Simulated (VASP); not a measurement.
# ZrB2 (P6/mmm) in VASP: electric field gradients with PBE

Aim: the electric field gradients of ZrB2 with PBE.

All numbers are computed with VASP 6.6.1; they aren't measurements. Logs are shortened: lines on timing, memory, paths and dates and some standing lists are left out, and cuts for length are marked.

### Step 1. The cell of the first run

The structure is hexagonal, space group P6/mmm (No. 191). Conventional cell: a = 3.168 Å, b = 3.168 Å, c = 3.552 Å, α = 90.00°, β = 90.00°, γ = 120.00°. Within 3.4 Å of Zr (site symmetry 6/mmm) lie 12 B at 2.55 Å and 6 Zr at 3.17 Å. B (site symmetry -6m2) has 3 B at 1.83 Å within 2.4 Å.

### Step 2. Electric field gradients, PBE

The input, INCAR:

```
  PREC = Accurate
  ENCUT = 520
  EDIFF = 1E-8
  ISMEAR = -1
  SIGMA = 0.05
  LREAL = False
  LASPH = True
  NELM = 80
  ALGO = Normal
  ISIF = 2
  LWAVE = False
  LCHARG = False
  GGA = PE
  LEFG = True
  NBANDS = 16
```

The input, KPOINTS:

```
Automatic mesh
0
Gamma
  11 11 9
```

The input, POSCAR:

```
ZrB2
1.0
    3.1675246616      0.0000000000      0.0000000000
   -1.5837623308      2.7431568240      0.0000000000
    0.0000000000      0.0000000000      3.5523880600
Zr B
1 2
Direct
    0.0000000000      0.0000000000      0.0000000000
    0.3333333333      0.6666666667      0.5000000000
    0.6666666667      0.3333333333      0.5000000000
```

Potentials or basis: VASP PAW PBE potentials, release 64 (Zr_sv, B).

Run with:

```sh
> cat potpaw_PBE.64/Zr_sv/POTCAR potpaw_PBE.64/B/POTCAR > POTCAR
> mpirun -np 1 vasp_std > vasp.out
```

OUTCAR:

```text
PREC = Accurate
   ENCUT = 520
   EDIFF = 1E-8
   ISMEAR = -1
   LREAL = False
   LASPH = True
   NELM = 80
   ISIF = 2
   GGA = PE

 ion  position               nearest neighbor table
   1  0.000  0.000  0.000-   2 2.55   3 2.55   2 2.55   3 2.55   2 2.55   2 2.55   3 2.55   3 2.55
                             3 2.55   3 2.55   2 2.55   2 2.55
   2  0.333  0.667  0.500-   3 1.83   3 1.83   3 1.83   1 2.55   1 2.55   1 2.55   1 2.55   1 2.55
                             1 2.55
   3  0.667  0.333  0.500-   2 1.83   2 1.83   2 1.83   1 2.55   1 2.55   1 2.55   1 2.55   1 2.55
                             1 2.55

  LATTYP: Found a hexagonal cell.
 ALAT       =     3.1675246616
 C/A-ratio  =     1.1215028893

  Lattice vectors:

 A1 = (   3.1675246616,   0.0000000000,   0.0000000000)
 A2 = (  -1.5837623308,   2.7431568240,   0.0000000000)
 A3 = (   0.0000000000,   0.0000000000,   3.5523880600)

Analysis of symmetry for initial positions (statically):
=====================================================================
 Subroutine PRICEL returns:
 Original cell was already a primitive cell.

 Routine SETGRP: Setting up the symmetry group for a
 hexagonal supercell.

 Subroutine GETGRP returns: Found 24 space group operations
 (whereof 24 operations were pure point group operations)
 out of a pool of 24 trial point group operations.

The static configuration has the point symmetry D_6h.

Analysis of symmetry for dynamics (positions and initial velocities):
=====================================================================
 Subroutine PRICEL returns:
 Original cell was already a primitive cell.

 Routine SETGRP: Setting up the symmetry group for a
 hexagonal supercell.

 Subroutine GETGRP returns: Found 24 space group operations
 (whereof 24 operations were pure point group operations)
 out of a pool of 24 trial point group operations.

The dynamic configuration has the point symmetry D_6h.

 Subroutine INISYM returns: Found 24 space group operations
 (whereof 24 operations are pure point group operations),
 and found     1 'primitive' translations

----------------------------------------------------------------------------------------

                                     Primitive cell

  volume of cell :      30.8668

  direct lattice vectors                    reciprocal lattice vectors
     3.167524662  0.000000000  0.000000000     0.315703935  0.182271752  0.000000000
    -1.583762331  2.743156824  0.000000000     0.000000000  0.364543504  0.000000000
     0.000000000  0.000000000  3.552388060     0.000000000  0.000000000  0.281500777

  length of vectors
     3.167524662  3.167524662  3.552388060     0.364543504  0.364543504  0.281500777

  position of ions in fractional coordinates (direct lattice)
     0.000000000  0.000000000  0.000000000
     0.333333333  0.666666667  0.500000000
     0.666666667  0.333333333  0.500000000

  ion indices of the primitive-cell ions
   primitive index   ion index
                 1           1
                 2           2
                 3           3

----------------------------------------------------------------------------------------

 KPOINTS: Automatic mesh

Automatic generation of k-mesh.
 Grid dimensions read from file:
 generate k-points for:   11   11    9

 Generating k-lattice:

  Cartesian coordinates                     Fractional coordinates (reciprocal lattice)
     0.028700358  0.016570159  0.000000000     0.090909091  0.000000000  0.000000000
     0.000000000  0.033140319  0.000000000     0.000000000  0.090909091  0.000000000
     0.000000000  0.000000000  0.031277864     0.000000000  0.000000000  0.111111111

  Length of vectors
     0.033140319  0.033140319  0.031277864

  Shift w.r.t. Gamma in fractional coordinates (k-lattice)
     0.000000000  0.000000000  0.000000000

 Subroutine IBZKPT returns following result:
 ===========================================

 Found     80 irreducible k-points:

 Following reciprocal coordinates:
            Coordinates               Weight
  0.000000  0.000000  0.000000      1.000000
  0.090909  0.000000  0.000000      6.000000
  0.181818  0.000000  0.000000      6.000000
  0.272727  0.000000  0.000000      6.000000
  0.363636  0.000000  0.000000      6.000000
  0.454545  0.000000  0.000000      6.000000
[... 16 lines left out ...]
  0.090909  0.090909  0.111111     12.000000
  0.181818  0.090909  0.111111     24.000000
 [... further k-points ...]
   k-points           NKPTS =     80   k-points in BZ     NKDIM =     80   number of bands    NBANDS=     16
   number of dos      NEDOS =    301   number of ions     NIONS =      3
   total plane-waves  NPLWV =  16128
   dimension x,y,z NGX =    24 NGY =   24 NGZ =   28
   dimension x,y,z NGXF=    48 NGYF=   48 NGZF=   56
   ions per type =               1   2
   NGX,Y,Z   is equivalent  to a cutoff of  12.60, 12.60, 13.10 a.u.
   NGXF,Y,Z  is equivalent  to a cutoff of  25.19, 25.19, 26.21 a.u.
 SYSTEM =  unknown system
   PREC   = accura    normal or accurate (medium, high low for compatibility)
   ISTART =      0    job   : 0-new  1-cont  2-samecut
   ICHARG =      2    charge: 1-file 2-atom 10-const
   ISPIN  =      1    spin polarized calculation?
   LNONCOLLINEAR =      F non collinear calculations
   LSORBIT =      F    spin-orbit coupling
   LASPH  =      T    aspherical Exc in radial PAW
   ENCUT  =  520.0 eV  38.22 Ry    6.18 a.u.   5.89  5.89  6.61*2*pi/ulx,y,z
   NELM   =     80;   NELMIN=  2; NELMDL= -5     # of ELM steps
   EDIFF  = 0.1E-07   stopping-criterion for ELM
   LREAL  =      F    real-space projection
   EDIFFG = 0.1E-06   stopping-criterion for IOM
   NSW    =      0    number of steps for IOM
   IBRION =     -1    ionic relax: 0-MD 1-quasi-New 2-CG
   NFREE  =      0    steps in history (QN), initial steepest desc. (CG)
   ISIF   =      2    stress and relaxation
   ISYM   =      2    0-nonsym 1-usesym 2-fastsym
   POTIM  = 0.5000    time-step for ionic-motion
   TEBEG  =    0.0;   TEEND  =   0.0 temperature during run
   PSTRESS=    0.0 pullay stress
   NELECT =      18.0000    total number of electrons
   NUPDOWN=      -1.0000    fix difference up-down
   EMIN   =  10.00;   EMAX   =-10.00  energy-range for DOS
   EFERMI =   0.00;   METHOD = LEGACY
   ISMEAR =    -1;   SIGMA  =   0.05  broadening in eV -4-tet -1-fermi 0-gaus
   EFERMI_NEDOS =   21; number of points for ismear=-14 and -15
   IALGO  =     38    algorithm
   IMIX   =      4    mixing-type and parameters
     AMIX     =   0.40;   BMIX     =  1.00
     AMIX_MAG =   1.60;   BMIX_MAG =  1.00
  volume/ion in A,a.u.               =      10.29        69.43
  Fermi-wavevector in a.u.,A,eV,Ry     =   1.367735  2.584645 25.452408  1.870699
  Thomas-Fermi vector in A             =   2.493761
   LORBIT       =      0    0 simple, 1 ext, 2 COOP (PROOUT), +10 PAW based schemes
   GGA     = PE    functional components
   LHFCALC =     F    Hartree Fock is set to
   AEXX    =    0.0000 exact exchange contribution
   IVDW    =     0    specifies the selected vdW correction
   LEPSILON=     F    determine dielectric tensor
   LRPA    =     F    only Hartree local field effects (RPA)
 non-spin polarized calculation
  energy-cutoff  :      520.00
  volume of cell :       30.87
 maximum number of plane-waves:       842
 NGX is ok and might be reduce to    24
   NGX = 11   NGY = 11   NGZ = 13

 number of electron      18.0000000 magnetization

 Free energy of the ion-electron system (eV)
  ---------------------------------------------------
  ext. energy  EPLUGINS =         0.00000000
  ---------------------------------------------------
  free energy    TOTEN  =       -24.98216648 eV

  energy without entropy =      -24.98068516  energy(sigma->0) =      -24.98142582

 E-fermi :  10.4099     XC(G=0): -12.4240

 val. band max:       10.2874094722   @ k =   0.1818   0.1818   0.1111
 cond. band min:      10.4170668029   @ k =   0.2727   0.1818   0.0000
 fundamental gap:      0.1296573306
 Fermi energy:        10.4098779897

 k-point     1 :       0.0000    0.0000    0.0000
  band No.  band energies     occupation
      1     -38.1764      2.00000
      2     -16.3645      2.00000
      3     -15.8036      2.00000
      4     -15.8036      2.00000
      5      -2.2366      2.00000
      6       7.8878      2.00000
[... 8 lines left out ...]
     15      15.6564      0.00000
     16      15.6564      0.00000
[... 419 lines left out ...]
 k-point    24 :       0.1818    0.0909    0.1111
  band No.  band energies     occupation
      1     -38.1197      2.00000
      2     -16.3226      2.00000
      3     -16.2400      2.00000
      4     -15.9195      2.00000
      5      -1.0246      2.00000
      6       5.6065      2.00000
[... 8 lines left out ...]
     15      17.5121      0.00000
     16      18.6542      0.00000

 [... further k-points ...]
[... 5 lines left out ...]
  --------------------------------------------------------------------------------------
  -------------------------------------------------------------------------------------
  Total        0.0866187      0.0866187     -0.1521565      0.0000000      0.0000000      0.0000000
  in kB        4.4960505      4.4960505     -7.8978732      0.0000000      0.0000000      0.0000000
  external PRESSURE =       0.3647426 kB  Pullay stress =       0.0000000 kB

 VOLUME and BASIS-vectors are now :
 -----------------------------------------------------------------------------
  energy-cutoff  :      520.00
  volume of cell :       30.87
      direct lattice vectors                 reciprocal lattice vectors
     3.167524662  0.000000000  0.000000000     0.315703935  0.182271752  0.000000000
    -1.583762331  2.743156824  0.000000000     0.000000000  0.364543504  0.000000000
     0.000000000  0.000000000  3.552388060     0.000000000  0.000000000  0.281500777

 POSITION                                       TOTAL-FORCE (eV/Angst)
 -----------------------------------------------------------------------------------
      0.00000      0.00000      0.00000         0.000000      0.000000      0.000000
     -0.00000      1.82877      1.77619         0.000000     -0.000000      0.000000
      1.58376      0.91439      1.77619        -0.000000      0.000000      0.000000
 -----------------------------------------------------------------------------------
    total drift:                               -0.000000      0.000000      0.000000

  FREE ENERGIE OF THE ION-ELECTRON SYSTEM (eV)
  ---------------------------------------------------
  free  energy   TOTEN  =       -24.9821664793 eV

  energy  without entropy=      -24.9806851592  energy(sigma->0) =      -24.98142582

 Electric field gradients (V/A^2)
---------------------------------------------------------------------
 ion       V_xx      V_yy      V_zz      V_xy      V_xz      V_yz
---------------------------------------------------------------------
   1     -21.019   -21.019    42.038    -0.000    -0.000    -0.000
   2      -1.092    -1.092     2.184    -0.000     0.000     0.000
   3      -1.092    -1.092     2.184    -0.000     0.000     0.000
---------------------------------------------------------------------

 Electric field gradients after diagonalization (V/A^2)
 (convention: |V_zz| > |V_xx| > |V_yy|)
----------------------------------------------------------------------
 ion       V_xx      V_yy      V_zz     asymmetry (V_yy - V_xx)/ V_zz
----------------------------------------------------------------------
   1     -21.019   -21.019    42.038       0.000
   2      -1.092    -1.092     2.184       0.000
   3      -1.092    -1.092     2.184       0.000
----------------------------------------------------------------------

           NMR quadrupolar parameters

 Cq : quadrupolar parameter    Cq=e*Q*V_zz/h
 eta: asymmetry parameters     (V_yy - V_xx)/ V_zz
 Q  : nuclear electric quadrupole moment in mb (millibarn)
----------------------------------------------------------------------
 ion       Cq(MHz)       eta       Q (mb)
----------------------------------------------------------------------
   1       0.102       0.000       1.000
   2       0.005       0.000       1.000
   3       0.005       0.000       1.000
----------------------------------------------------------------------
```

It took 18 s on 1 thread of AMD EPYC 9R45 (Zen 5), shared host; peak memory 0.14 GiB.

Results:

- Free energy: -24.9822 eV
- Pressure: 0.0 GPa
- Band gap on the k mesh: zero (band 9 reaches 11.29 eV, above the bottom of band 10 at 10.01 eV)

Levels at points of the mesh, in eV from the Fermi level:
| k point | band 5 | band 6 | band 7 | band 8 | band 9 | band 10 | band 11 | band 12 | band 13 | band 14 |
| --- | --- | --- | --- | --- | --- | --- | --- | --- | --- | --- |
| (0.00, 0.00, 0.00) | -12.65 | -2.52 | -2.51 | -2.51 | -2.33 | 3.46 | 3.46 | 4.18 | 4.18 | 5.00 |

Electric field gradients, principal values (V/Å²):
| atom | least | middle | greatest (by size) |
| --- | --- | --- | --- |
| 1 Zr | -21.019 | -21.019 | 42.038 |
| 2 B | -1.092 | -1.092 | 2.184 |
| 3 B | -1.092 | -1.092 | 2.184 |

Caveat: without QUAD_EFG the Cq values of the log hold for a quadrupole moment of 1 mb, not for the nuclei.
